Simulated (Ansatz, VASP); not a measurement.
KSrCl3 in VASP and in Ansatz

POSCAR

```
KSrCl3
1.0
    5.7467419596      0.0000000000      0.0000000000
    0.0000000000      5.7467419596      0.0000000000
    0.0000000000      0.0000000000      5.7467419596
K Sr Cl
1 1 3
Direct
    0.0000000000      0.0000000000      0.0000000000
    0.5000000000      0.5000000000      0.5000000000
    0.5000000000      0.5000000000      0.0000000000
    0.5000000000      0.0000000000      0.5000000000
    0.0000000000      0.5000000000      0.5000000000
```

INCAR.step1

```
PREC = Accurate
ENCUT = 520
ISMEAR = 0
SIGMA = 0.01
LREAL = False
LASPH = True
NELM = 100
NBANDS = 28
GGA = PE
ALGO = Normal
EDIFF = 1E-4
LWAVE = True
LCHARG = False
```

File INCAR.step2:

```
PREC = Accurate
ENCUT = 520
EDIFF = 1E-7
ISMEAR = 0
SIGMA = 0.01
LREAL = False
LASPH = True
NELM = 100
ALGO = Normal
ISIF = 2
LWAVE = False
LCHARG = False
METAGGA = R2SCAN
LMIXTAU = True
NBANDS = 28
ISTART = 1
```

The input KPOINTS:

```
Automatic mesh
0
Gamma
  4 4 4
```

Input for Ansatz:

```yaml
crystal:
  lattice:
    - [5.7467419596, 0.0, 0.0]
    - [0.0, 5.7467419596, 0.0]
    - [0.0, 0.0, 5.7467419596]
  atoms:
    - { symbol: K, position: [0.0, 0.0, 0.0] }
    - { symbol: Sr, position: [0.5, 0.5, 0.5] }
    - { symbol: Cl, position: [0.5, 0.5, 0.0] }
    - { symbol: Cl, position: [0.5, 0.0, 0.5] }
    - { symbol: Cl, position: [0.0, 0.5, 0.5] }
kpoints:
  mp_grid: { grid: [4, 4, 4] }
hamiltonian:
  xc: r2scan
scf:
  occupations: { method: fixed }
  n_extra_bands: 5
output:
  forces: true
  stress: true
  eigenvalues: true
```

Alike in both runs: task single point; functional r2SCAN; k mesh 4 × 4 × 4; no spin polarisation.

|  | VASP | Ansatz |
| --- | --- | --- |
| version | VASP 6.6.1 | Ansatz 0.2.0 |
| potentials or method | VASP PAW PBE potentials, release 64 (K_sv, Sr_sv, Cl) | plane waves, PAW |
| plane-wave cutoff (eV) | 520 | 500 |
| occupations | gaussian, width 0.01 eV | fixed |
| valence electrons in the cell | 40 | 40 |

|  | VASP | Ansatz | Ansatz less VASP |
| --- | --- | --- | --- |
| gap on the k mesh at the Fermi level (eV) | 5.08 | 5.08 | -0.003 |
| pressure (GPa) | -1.1 | -1.1 | -0.01 |

VASP's potentials were made for PBE, not for r2SCAN.
